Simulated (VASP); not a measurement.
# Ni3Ge (P4/mmm) in VASP: single point with r2SCAN

Aim: the single point of Ni3Ge with r2SCAN.

Program: VASP 6.6.1. These are calculated values, not measurements. Logs are shortened: lines on timing, memory, paths and dates and some standing lists are left out, and cuts for length are marked.

## 1. The cell of the first run

Symmetry: P4/mmm, No. 123, tetragonal system. Conventional cell: a = 3.374 Å, b = 3.374 Å, c = 3.628 Å, α = 90.00°, β = 90.00°, γ = 90.00°. Ni (site symmetry mmm) has 8 Ni at 2.39 to 2.48 Å and 4 Ge at 2.48 Å within 3.2 Å. Within 3.2 Å of Ni (site symmetry 4/mmm) lie 4 Ge at 2.39 Å and 8 Ni at 2.48 Å. Within 3.2 Å of Ge (site symmetry 4/mmm) lie 12 Ni at 2.39 to 2.48 Å.

## 2. Single point, r2SCAN (biaxial strain in the a-b plane: -4.5 %)

Contents of POSCAR:

```
Ni3Ge
1.0
    3.3736491334      0.0000000000      0.0000000000
    0.0000000000      3.3736491334      0.0000000000
    0.0000000000      0.0000000000      3.6279975497
Ni Ge
3 1
Direct
    0.5000000000      0.0000000000      0.5000000000
    0.0000000000      0.5000000000      0.5000000000
    0.5000000000      0.5000000000      0.0000000000
    0.0000000000      0.0000000000      0.0000000000
```

Contents of INCAR.step1:

```
ALGO     = Normal         # electronic algorithm
EDIFF    = 1E-4           # SCF threshold, eV
ENCUT    = 520            # plane-wave cutoff, eV
GGA      = PE             # functional
ISMEAR   = 0              # smearing method
LASPH    = True           # aspherical terms in the spheres
LCHARG   = False          # write CHGCAR
LREAL    = False          # projectors in reciprocal space
LWAVE    = True           # write WAVECAR
NBANDS   = 30             # bands
NELM     = 80             # most SCF steps
PREC     = Accurate       # precision mode
SIGMA    = 0.1            # smearing width, eV
```

Contents of INCAR.step2:

```
ALGO     = Normal         # electronic algorithm
EDIFF    = 1E-6           # SCF threshold, eV
ENCUT    = 520            # plane-wave cutoff, eV
ISIF     = 2              # what is computed and relaxed
ISMEAR   = 0              # smearing method
ISTART   = 1            
LASPH    = True           # aspherical terms in the spheres
LCHARG   = False          # write CHGCAR
LMIXTAU  = True         
LREAL    = False          # projectors in reciprocal space
LWAVE    = False          # write WAVECAR
METAGGA  = R2SCAN         # meta-GGA
NBANDS   = 30             # bands
NELM     = 80             # most SCF steps
PREC     = Accurate       # precision mode
SIGMA    = 0.1            # smearing width, eV
```

Contents of KPOINTS:

```
k-points
0
Gamma
  14 14 14
```

Potentials or basis: VASP PAW PBE potentials, release 64 (Ni, Ge_d).

Run with:

```sh
> cat potpaw_PBE.64/Ni/POTCAR potpaw_PBE.64/Ge_d/POTCAR > POTCAR
> cp INCAR.step1 INCAR
> mpirun -np 1 vasp_std > vasp.out
> cp INCAR.step2 INCAR
> mpirun -np 1 vasp_std > vasp.out
```

OUTCAR:

```text
EDIFF = 1E-6
   ENCUT = 520
   ISIF = 2
   ISMEAR = 0
   ISTART = 1
   LASPH = True
   LREAL = False
   METAGGA = R2SCAN
   NELM = 80
   PREC = Accurate

 ion  position               nearest neighbor table
   1  0.500  0.000  0.500-   2 2.39   2 2.39   2 2.39   2 2.39   4 2.48   3 2.48   3 2.48   3 2.48
                             4 2.48   4 2.48   4 2.48   3 2.48
   2  0.000  0.500  0.500-   1 2.39   1 2.39   1 2.39   1 2.39   4 2.48   3 2.48   4 2.48   4 2.48
                             4 2.48   3 2.48   3 2.48   3 2.48
   3  0.500  0.500  0.000-   4 2.39   4 2.39   4 2.39   4 2.39   2 2.48   1 2.48   2 2.48   1 2.48
                             2 2.48   1 2.48   2 2.48   1 2.48
   4  0.000  0.000  0.000-   3 2.39   3 2.39   3 2.39   3 2.39   2 2.48   2 2.48   2 2.48   2 2.48
                             1 2.48   1 2.48   1 2.48   1 2.48

  LATTYP: Found a simple tetragonal cell.
 ALAT       =     3.3736491334
 C/A-ratio  =     1.0753926701

  Lattice vectors:

 A1 = (   3.3736491334,   0.0000000000,   0.0000000000)
 A2 = (   0.0000000000,   3.3736491334,   0.0000000000)
 A3 = (   0.0000000000,   0.0000000000,   3.6279975497)

Analysis of symmetry for initial positions (statically):
=====================================================================
 Subroutine PRICEL returns:
 Original cell was already a primitive cell.

 Routine SETGRP: Setting up the symmetry group for a
 simple tetragonal supercell.

 Subroutine GETGRP returns: Found 16 space group operations
 (whereof 16 operations were pure point group operations)
 out of a pool of 16 trial point group operations.

The static configuration has the point symmetry D_4h.

Analysis of symmetry for dynamics (positions and initial velocities):
=====================================================================
 Subroutine PRICEL returns:
 Original cell was already a primitive cell.

 Routine SETGRP: Setting up the symmetry group for a
 simple tetragonal supercell.

 Subroutine GETGRP returns: Found 16 space group operations
 (whereof 16 operations were pure point group operations)
 out of a pool of 16 trial point group operations.

The dynamic configuration has the point symmetry D_4h.

 Subroutine INISYM returns: Found 16 space group operations
 (whereof 16 operations are pure point group operations),
 and found     1 'primitive' translations

----------------------------------------------------------------------------------------

                                     Primitive cell

  volume of cell :      41.2921

  direct lattice vectors                    reciprocal lattice vectors
     3.373649133  0.000000000  0.000000000     0.296414938  0.000000000  0.000000000
     0.000000000  3.373649133  0.000000000     0.000000000  0.296414938  0.000000000
     0.000000000  0.000000000  3.627997550     0.000000000  0.000000000  0.275634144

  length of vectors
     3.373649133  3.373649133  3.627997550     0.296414938  0.296414938  0.275634144

  position of ions in fractional coordinates (direct lattice)
     0.500000000  0.000000000  0.500000000
     0.000000000  0.500000000  0.500000000
     0.500000000  0.500000000  0.000000000
     0.000000000  0.000000000  0.000000000

  ion indices of the primitive-cell ions
   primitive index   ion index
                 1           1
                 2           2
                 3           3
                 4           4

----------------------------------------------------------------------------------------

 KPOINTS: k-points

Automatic generation of k-mesh.
 Grid dimensions read from file:
 generate k-points for:   14   14   14

 Generating k-lattice:

  Cartesian coordinates                     Fractional coordinates (reciprocal lattice)
     0.021172496  0.000000000  0.000000000     0.071428571  0.000000000  0.000000000
     0.000000000  0.021172496  0.000000000     0.000000000  0.071428571  0.000000000
     0.000000000  0.000000000  0.019688153     0.000000000  0.000000000  0.071428571

  Length of vectors
     0.021172496  0.021172496  0.019688153

  Shift w.r.t. Gamma in fractional coordinates (k-lattice)
     0.000000000  0.000000000  0.000000000

 Subroutine IBZKPT returns following result:
 ===========================================

 Found    288 irreducible k-points:

 Following reciprocal coordinates:
            Coordinates               Weight
  0.000000  0.000000  0.000000      1.000000
  0.071429  0.000000  0.000000      4.000000
  0.142857  0.000000  0.000000      4.000000
  0.214286  0.000000  0.000000      4.000000
  0.285714  0.000000  0.000000      4.000000
  0.357143  0.000000  0.000000      4.000000
[... 16 lines left out ...]
  0.285714  0.214286  0.000000      8.000000
  0.357143  0.214286  0.000000      8.000000
 [... further k-points ...]
   k-points           NKPTS =    288   k-points in BZ     NKDIM =    288   number of bands    NBANDS=     30
   number of dos      NEDOS =    301   number of ions     NIONS =      4
   total plane-waves  NPLWV =  21952
   dimension x,y,z NGX =    28 NGY =   28 NGZ =   28
   dimension x,y,z NGXF=    56 NGYF=   56 NGZF=   56
   ions per type =               3   1
   NGX,Y,Z   is equivalent  to a cutoff of  13.80, 13.80, 12.83 a.u.
   NGXF,Y,Z  is equivalent  to a cutoff of  27.60, 27.60, 25.66 a.u.
 SYSTEM =  unknown system
   PREC   = accura    normal or accurate (medium, high low for compatibility)
   ISTART =      1    job   : 0-new  1-cont  2-samecut
   ICHARG =      0    charge: 1-file 2-atom 10-const
   ISPIN  =      1    spin polarized calculation?
   LNONCOLLINEAR =      F non collinear calculations
   LSORBIT =      F    spin-orbit coupling
   LASPH  =      T    aspherical Exc in radial PAW
   ENCUT  =  520.0 eV  38.22 Ry    6.18 a.u.   6.27  6.27  6.75*2*pi/ulx,y,z
   NELM   =     80;   NELMIN=  2; NELMDL=  0     # of ELM steps
   EDIFF  = 0.1E-05   stopping-criterion for ELM
   LREAL  =      F    real-space projection
   EDIFFG = 0.1E-04   stopping-criterion for IOM
   NSW    =      0    number of steps for IOM
   IBRION =     -1    ionic relax: 0-MD 1-quasi-New 2-CG
   NFREE  =      0    steps in history (QN), initial steepest desc. (CG)
   ISIF   =      2    stress and relaxation
   ISYM   =      2    0-nonsym 1-usesym 2-fastsym
   POTIM  = 0.5000    time-step for ionic-motion
   TEBEG  =    0.0;   TEEND  =   0.0 temperature during run
   PSTRESS=    0.0 pullay stress
   NELECT =      44.0000    total number of electrons
   NUPDOWN=      -1.0000    fix difference up-down
   EMIN   =  10.00;   EMAX   =-10.00  energy-range for DOS
   EFERMI =   0.00;   METHOD = LEGACY
   ISMEAR =     0;   SIGMA  =   0.10  broadening in eV -4-tet -1-fermi 0-gaus
   EFERMI_NEDOS =   21; number of points for ismear=-14 and -15
   IALGO  =     38    algorithm
   IMIX   =      4    mixing-type and parameters
     AMIX     =   0.40;   BMIX     =  1.00
     AMIX_MAG =   1.60;   BMIX_MAG =  1.00
  volume/ion in A,a.u.               =      10.32        69.66
  Fermi-wavevector in a.u.,A,eV,Ry     =   1.672130  3.159868 38.042159  2.796020
  Thomas-Fermi vector in A             =   2.757331
   LORBIT       =      0    0 simple, 1 ext, 2 COOP (PROOUT), +10 PAW based schemes
   METAGGA = R2SCAN    functional components
   LHFCALC =     F    Hartree Fock is set to
   AEXX    =    0.0000 exact exchange contribution
   IVDW    =     0    specifies the selected vdW correction
   LEPSILON=     F    determine dielectric tensor
   LRPA    =     F    only Hartree local field effects (RPA)
 non-spin polarized calculation
 Gauss-broadening in eV      SIGMA  =   0.10
  energy-cutoff  :      520.00
  volume of cell :       41.29
 maximum number of plane-waves:      1128
 NGX is ok and might be reduce to    28
   NGX = 13   NGY = 13   NGZ = 13

 number of electron      44.0000067 magnetization

 Free energy of the ion-electron system (eV)
  ---------------------------------------------------
  ext. energy  EPLUGINS =         0.00000000
  ---------------------------------------------------
  free energy    TOTEN  =       -50.52412003 eV

  energy without entropy =      -50.51708670  energy(sigma->0) =      -50.52060336

 E-fermi :  11.1725     XC(G=0): -15.1979

 val. band max:       11.1717439242   @ k =   0.1429   0.0000   0.2857
 cond. band min:      11.1754872562   @ k =   0.5000   0.2857   0.5000
 fundamental gap:      0.0037433321
 Fermi energy:        11.1725450324

 k-point     1 :       0.0000    0.0000    0.0000
  band No.  band energies     occupation
      1     -14.3624      2.00000
      2     -14.3500      2.00000
      3     -14.3487      2.00000
      4     -14.3283      2.00000
      5     -14.3283      2.00000
      6      -2.4980      2.00000
[... 22 lines left out ...]
     29      22.8932      0.00000
     30      22.8932      0.00000

 k-point     2 :       0.0714    0.0000    0.0000
  band No.  band energies     occupation
      1     -14.3607      2.00000
      2     -14.3491      2.00000
      3     -14.3486      2.00000
      4     -14.3285      2.00000
      5     -14.3281      2.00000
      6      -2.4298      2.00000
[... 22 lines left out ...]
     29      22.6305      0.00000
     30      22.8937      0.00000

 k-point     3 :       0.1429    0.0000    0.0000
  band No.  band energies     occupation
      1     -14.3567      2.00000
      2     -14.3484      2.00000
      3     -14.3459      2.00000
      4     -14.3291      2.00000
      5     -14.3278      2.00000
      6      -2.2271      2.00000
[... 22 lines left out ...]
     29      22.0654      0.00000
     30      22.7026      0.00000

 k-point     4 :       0.2143    0.0000    0.0000
  band No.  band energies     occupation
      1     -14.3529      2.00000
      2     -14.3480      2.00000
      3     -14.3393      2.00000
      4     -14.3301      2.00000
      5     -14.3274      2.00000
      6      -1.8967      2.00000
[... 616 lines left out ...]
     29      22.0059      0.00000
     30      22.1528      0.00000

 k-point    23 :       0.2857    0.2143    0.0000
  band No.  band energies     occupation
      1     -14.3534      2.00000
      2     -14.3360      2.00000
      3     -14.3306      2.00000
      4     -14.3289      2.00000
      5     -14.3261      2.00000
      6      -0.9015      2.00000
[... 22 lines left out ...]
     29      22.1659      0.00000
     30      22.1697      0.00000

 k-point    24 :       0.3571    0.2143    0.0000
  band No.  band energies     occupation
      1     -14.3547      2.00000
      2     -14.3351      2.00000
      3     -14.3316      2.00000
      4     -14.3286      2.00000
      5     -14.3175      2.00000
      6      -0.4160      2.00000
[... 22 lines left out ...]
     29      22.4102      0.00000
     30      22.6565      0.00000

 [... further k-points ...]
[... 5 lines left out ...]
  --------------------------------------------------------------------------------------
  -------------------------------------------------------------------------------------
  Total        5.7091528      5.7091528      1.9214316      0.0000000      0.0000000      0.0000000
  in kB      221.5212733    221.5212733     74.5536123      0.0000000      0.0000000      0.0000000
  external PRESSURE =     172.5320530 kB  Pullay stress =       0.0000000 kB

 VOLUME and BASIS-vectors are now :
 -----------------------------------------------------------------------------
  energy-cutoff  :      520.00
  volume of cell :       41.29
      direct lattice vectors                 reciprocal lattice vectors
     3.373649133  0.000000000  0.000000000     0.296414938  0.000000000  0.000000000
     0.000000000  3.373649133  0.000000000     0.000000000  0.296414938  0.000000000
     0.000000000  0.000000000  3.627997550     0.000000000  0.000000000  0.275634144

 POSITION                                       TOTAL-FORCE (eV/Angst)
 -----------------------------------------------------------------------------------
      1.68682      0.00000      1.81400         0.000000      0.000000      0.000000
      0.00000      1.68682      1.81400         0.000000      0.000000      0.000000
      1.68682      1.68682      0.00000         0.000000      0.000000      0.000000
      0.00000      0.00000      0.00000         0.000000      0.000000      0.000000
 -----------------------------------------------------------------------------------
    total drift:                                0.000000      0.000000      0.000000

  FREE ENERGIE OF THE ION-ELECTRON SYSTEM (eV)
  ---------------------------------------------------
  free  energy   TOTEN  =       -50.5241200291 eV

  energy  without entropy=      -50.5170866961  energy(sigma->0) =      -50.52060336
```

Run time: 20 min. Hardware: 1 thread of Intel Xeon Platinum 8259CL at 2.50GHz (Skylake/Cascade Lake), shared host; peak memory 0.4 GiB.

Results:

```
Free energy            : -50.5241 eV
Pressure               : 17.3 GPa
Band gap on the k mesh : zero (band 22 reaches 11.46 eV, above the bottom of band 23 at 10.94 eV)
```

Stress tensor (GPa, compression positive):
```
22.15  0.00  0.00
 0.00 22.15  0.00
 0.00  0.00  7.46
```

Caveat: the cell differs from its parent crystal (biaxial strain in the a-b plane: -4.5 %); the PAW data sets were made with another functional, which shifts forces and pressure a little.
